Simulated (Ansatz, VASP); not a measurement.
Co: VASP beside Ansatz

```xyz
4
Lattice="2.5669 0.0000 0.0000 -1.2835 2.2230 0.0000 0.0000 0.0000 8.3014" Properties=species:S:1:pos:R:3 pbc="T T T"
Co    0.0000    0.0000    0.0000
Co    1.2835    2.2230    4.1507
Co    0.0000    1.4820    2.0754
Co    1.2835    0.7410    6.2261
```

Alike in both runs: task single point; functional BLYP; k mesh 16 × 16 × 5; occupations fermi-dirac, width 0.05 eV; collinear spin.

```csv
,VASP,Ansatz
version,VASP 6.6.1,Ansatz 0.2.0
potentials or method,"VASP PAW PBE potentials, release 64 (Co), cutoff 520 eV","plane waves (420 eV) with PAW, scalar-relativistic"
valence electrons in the cell,36,68
```

Ansatz gave:

* pressure (GPa): -6.7
* net moment per atom (μB): 1.67
* size of the moment on the site where the two differ most (μB): 1.75

Problem. Which values does VASP return?

Solution. Pressure (GPa): -6.9; net moment per atom (μB): 1.66; size of the moment on the site where the two differ most (μB): 1.69.

VASP's potentials were made for PBE, not for BLYP. Site moments also hang on the region over which each program counts them. VASP's potentials hold 36 valence electrons a cell and Ansatz's 68, so a difference there can come from the potentials and not from the codes.
